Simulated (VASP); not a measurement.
# NaCl (Fm-3m) in VASP: single point with HSE06

Aim: the single point of NaCl with HSE06.

Everything below comes from runs of VASP 6.6.1. Logs are shortened: lines on timing, memory, paths and dates and some standing lists are left out, and cuts for length are marked.

## Step 1: The cell of the first run

It takes space group Fm-3m (No. 225, cubic). Conventional cell: a = 5.620 Å, b = 5.620 Å, c = 5.620 Å, α = 90.00°, β = 90.00°, γ = 90.00°. Within 3.7 Å of Na (site symmetry m-3m) lie 6 Cl at 2.81 Å. Cl (site symmetry m-3m) has 6 Na at 2.81 Å within 3.7 Å.

## Step 2: Single point, HSE06

File POSCAR:

```
NaCl
1.0
    0.0000000000      2.8100000000      2.8100000000
    2.8100000000      0.0000000000      2.8100000000
    2.8100000000      2.8100000000      0.0000000000
Na Cl
1 1
Direct
    0.0000000000      0.0000000000      0.0000000000
    0.5000000000      0.5000000000      0.5000000000
```

File INCAR.step1:

```
PREC     = Accurate       # precision mode
ENCUT    = 520            # plane-wave cutoff, eV
EDIFF    = 1E-5           # SCF threshold, eV
ISMEAR   = 0              # smearing method
SIGMA    = 0.1            # smearing width, eV
LREAL    = False          # projectors in reciprocal space
LASPH    = True           # aspherical terms in the spheres
NELM     = 100            # most SCF steps
ALGO     = Normal         # electronic algorithm
ISIF     = 2              # what is computed and relaxed
LWAVE    = True           # write WAVECAR
LCHARG   = False          # write CHGCAR
NBANDS   = 14             # bands
GGA      = PE             # functional
```

File INCAR.step2:

```
PREC     = Accurate       # precision mode
ENCUT    = 520            # plane-wave cutoff, eV
EDIFF    = 1E-6           # SCF threshold, eV
ISMEAR   = 0              # smearing method
SIGMA    = 0.1            # smearing width, eV
LREAL    = False          # projectors in reciprocal space
LASPH    = True           # aspherical terms in the spheres
NELM     = 100            # most SCF steps
ALGO     = Normal         # electronic algorithm
ISIF     = 2              # what is computed and relaxed
LWAVE    = False          # write WAVECAR
LCHARG   = False          # write CHGCAR
GGA      = PE             # functional
LHFCALC  = True           # exact exchange
HFSCREEN = 0.2079         # screening, 1/A
PRECFOCK = Normal       
NBANDS   = 14             # bands
ISTART   = 1
```

File KPOINTS:

```
Automatic mesh
0
Gamma
  6 6 6
```

Potentials or basis: VASP PAW PBE potentials, release 64 (Na_pv, Cl).

Command:

```
$ cat potpaw_PBE.64/Na_pv/POTCAR potpaw_PBE.64/Cl/POTCAR > POTCAR
$ cp INCAR.step1 INCAR
$ mpirun -np 1 vasp_std > vasp.out
$ cp INCAR.step2 INCAR
$ mpirun -np 1 vasp_std > vasp.out
```

OUTCAR:

```text
PREC = Accurate
   ENCUT = 520
   EDIFF = 1E-6
   ISMEAR = 0
   LREAL = False
   LASPH = True
   NELM = 100
   ISIF = 2
   GGA = PE
   LHFCALC = True
   HFSCREEN = 0.2079
   PRECFOCK = Normal
   ISTART = 1

 ion  position               nearest neighbor table
   1  0.000  0.000  0.000-
   2  0.500  0.500  0.500-

  LATTYP: Found a face centered cubic cell.
 ALAT       =     5.6200000000

  Lattice vectors:

 A1 = (   0.0000000000,   2.8100000000,   2.8100000000)
 A2 = (   2.8100000000,   0.0000000000,   2.8100000000)
 A3 = (   2.8100000000,   2.8100000000,   0.0000000000)

Analysis of symmetry for initial positions (statically):
=====================================================================
 Subroutine PRICEL returns:
 Original cell was already a primitive cell.

 Routine SETGRP: Setting up the symmetry group for a
 face centered cubic supercell.

 Subroutine GETGRP returns: Found 48 space group operations
 (whereof 48 operations were pure point group operations)
 out of a pool of 48 trial point group operations.

The static configuration has the point symmetry O_h .

Analysis of symmetry for dynamics (positions and initial velocities):
=====================================================================
 Subroutine PRICEL returns:
 Original cell was already a primitive cell.

 Routine SETGRP: Setting up the symmetry group for a
 face centered cubic supercell.

 Subroutine GETGRP returns: Found 48 space group operations
 (whereof 48 operations were pure point group operations)
 out of a pool of 48 trial point group operations.

The dynamic configuration has the point symmetry O_h .

 Subroutine INISYM returns: Found 48 space group operations
 (whereof 48 operations are pure point group operations),
 and found     1 'primitive' translations

----------------------------------------------------------------------------------------

                                     Primitive cell

  volume of cell :      44.3761

  direct lattice vectors                    reciprocal lattice vectors
     0.000000000  2.810000000  2.810000000    -0.177935943  0.177935943  0.177935943
     2.810000000  0.000000000  2.810000000     0.177935943 -0.177935943  0.177935943
     2.810000000  2.810000000  0.000000000     0.177935943  0.177935943 -0.177935943

  length of vectors
[... 90 lines left out ...]
   IALGO  =     38    algorithm
   IMIX   =      1    mixing-type and parameters
     AMIX     =   0.40;   BMIX     =  1.00
     AMIX_MAG =   1.60;   BMIX_MAG =  1.00
  volume/ion in A,a.u.               =      22.19       149.73
  Fermi-wavevector in a.u.,A,eV,Ry     =   1.114469  2.106040 16.898985  1.242040
  Thomas-Fermi vector in A             =   2.251064
   LORBIT       =      0    0 simple, 1 ext, 2 COOP (PROOUT), +10 PAW based schemes
   GGA     = PE    functional components
   LHFCALC =     T    Hartree Fock is set to
   PRECFOCK=normal    Normal, Fast or Accurate (Low or Medium for compatibility)
   ENCUT4O =  -1.0   cutoff for four orbital integrals eV
   NKREDX  =     1    reduce k-point grid by
   NKREDY  =     1    reduce k-point grid by
   NKREDZ  =     1    reduce k-point grid by
   AEXX    =    0.2500 exact exchange contribution
   HFSCREEN=    0.2079 screening length (either q_TF or 0.3 A-1)
   HFSCREENC=   0.2079 screening length for correlation (either q_TF or 0.3 A-1)
   ENCUTFOCK=  -1.0 apply spherical cutoff to Coloumb kernel
   IVDW    =     0    specifies the selected vdW correction
   LEPSILON=     F    determine dielectric tensor
   LRPA    =     F    only Hartree local field effects (RPA)
 non-spin polarized calculation
 Gauss-broadening in eV      SIGMA  =   0.10
  energy-cutoff  :      520.00
  volume of cell :       44.38
 maximum number of plane-waves:      1243
 NGX is ok and might be reduce to    30
  NGX = 24; NGY = 24; NGZ = 24

 number of electron      14.0000000 magnetization

 Free energy of the ion-electron system (eV)
  ---------------------------------------------------
  ext. energy  EPLUGINS =         0.00000000
  ---------------------------------------------------
  free energy    TOTEN  =        -7.87693270 eV

  energy without entropy =       -7.87693270  energy(sigma->0) =       -7.87693270

 E-fermi :  -1.2354     XC(G=0):  -6.8344

 val. band max:       -1.6636242086   @ k =   0.0000   0.0000   0.0000
 cond. band min:       4.8536791439   @ k =   0.0000   0.0000   0.0000
 fundamental gap:      6.5173033526
 Fermi energy:        -1.2353709492

 k-point     1 :       0.0000    0.0000    0.0000
  band No.  band energies     occupation
      1     -24.5252      2.00000
      2     -24.5252      2.00000
      3     -24.5252      2.00000
      4     -15.5398      2.00000
      5      -1.6636      2.00000
      6      -1.6636      2.00000
      7      -1.6636      2.00000
      8       4.8537      0.00000
      9      10.9671      0.00000
     10      10.9671      0.00000
     11      10.9671      0.00000
     12      13.3076      0.00000
     13      13.3076      0.00000
     14      14.6473      0.00000
[... 241 lines left out ...]
      1     -24.5418      2.00000
      2     -24.5360      2.00000
      3     -24.5345      2.00000
      4     -15.0946      2.00000
      5      -3.2253      2.00000
      6      -2.6552      2.00000
      7      -2.4358      2.00000
      8       8.2525      0.00000
      9       8.6242      0.00000
     10      10.3984      0.00000
     11      12.0742      0.00000
     12      15.3317      0.00000
     13      16.4598      0.00000
     14      16.5009      0.00000

------------------------ aborting loop because EDIFF is reached ----------------------------------------

  FORCE on cell =-STRESS in cart. coord.  units (eV):
  Direction    XX          YY          ZZ          XY          YZ          ZX
  --------------------------------------------------------------------------------------
  -------------------------------------------------------------------------------------
  Total        0.1337227      0.1337227      0.1337227      0.0000000      0.0000000      0.0000000
  in kB        4.8279955      4.8279955      4.8279955      0.0000000      0.0000000      0.0000000
  external PRESSURE =       4.8279955 kB  Pullay stress =       0.0000000 kB

 VOLUME and BASIS-vectors are now :
 -----------------------------------------------------------------------------
  energy-cutoff  :      520.00
  volume of cell :       44.38
      direct lattice vectors                 reciprocal lattice vectors
     0.000000000  2.810000000  2.810000000    -0.177935943  0.177935943  0.177935943
     2.810000000  0.000000000  2.810000000     0.177935943 -0.177935943  0.177935943
     2.810000000  2.810000000  0.000000000     0.177935943  0.177935943 -0.177935943

 POSITION                                       TOTAL-FORCE (eV/Angst)
 -----------------------------------------------------------------------------------
      0.00000      0.00000      0.00000         0.000000     -0.000000     -0.000000
      2.81000      2.81000      2.81000         0.000000      0.000000      0.000000
 -----------------------------------------------------------------------------------
    total drift:                                0.000003      0.000003      0.000003

  FREE ENERGIE OF THE ION-ELECTRON SYSTEM (eV)
  ---------------------------------------------------
  free  energy   TOTEN  =        -7.8769326989 eV

  energy  without entropy=       -7.8769326988  energy(sigma->0) =       -7.87693270
```

OSZICAR.step1:

```text
N       E                     dE             d eps       ncg     rms          rms(c)
DAV:   1     0.961128869368E+02    0.96113E+02   -0.69769E+03   454   0.100E+03
DAV:   2     0.997834268110E+00   -0.95115E+02   -0.87876E+02   474   0.270E+02
DAV:   3    -0.683314403872E+01   -0.78310E+01   -0.77637E+01   586   0.714E+01
DAV:   4    -0.696525145863E+01   -0.13211E+00   -0.13203E+00   508   0.973E+00
DAV:   5    -0.696804635194E+01   -0.27949E-02   -0.27941E-02   576   0.144E+00    0.216E+00
DAV:   6    -0.677781121832E+01    0.19024E+00   -0.31786E-01   538   0.327E+00    0.161E+00
DAV:   7    -0.676633831142E+01    0.11473E-01   -0.82148E-02   600   0.164E+00    0.110E+00
DAV:   8    -0.677195895559E+01   -0.56206E-02   -0.99939E-03   520   0.856E-01    0.302E-01
DAV:   9    -0.677184009414E+01    0.11886E-03   -0.22008E-04   562   0.114E-01    0.165E-01
DAV:  10    -0.677195807648E+01   -0.11798E-03   -0.32804E-04   520   0.141E-01    0.707E-02
DAV:  11    -0.677194640272E+01    0.11674E-04   -0.21252E-05   572   0.422E-02    0.155E-02
DAV:  12    -0.677194646734E+01   -0.64621E-07   -0.22353E-06   364   0.142E-02
   1 F= -.67719465E+01 E0= -.67719465E+01  d E =-.118196E-13
```

Wall time 33 min (1 thread of Intel Xeon 8259CL, shared host); peak memory 0.28 GiB.

Results:

- Free energy: -7.8769 eV
- Pressure: 0.5 GPa
- Band gap on the k mesh: 6.52 eV

Levels at points of the mesh, in eV from the valence-band top:
| k point | band 5 | band 6 | band 7 | band 8 | band 9 | band 10 |
| --- | --- | --- | --- | --- | --- | --- |
| (0.00, 0.00, 0.00) | 0.00 | 0.00 | 0.00 | 6.52 | 12.63 | 12.63 |
| (0.50, 0.00, 0.00) | -2.08 | -0.29 | -0.29 | 8.64 | 12.33 | 12.53 |
| (0.50, 0.50, 0.00) | -1.81 | -0.66 | -0.66 | 9.02 | 9.40 | 12.97 |

Caveat: the PAW data sets were made with another functional, which shifts forces and pressure a little.
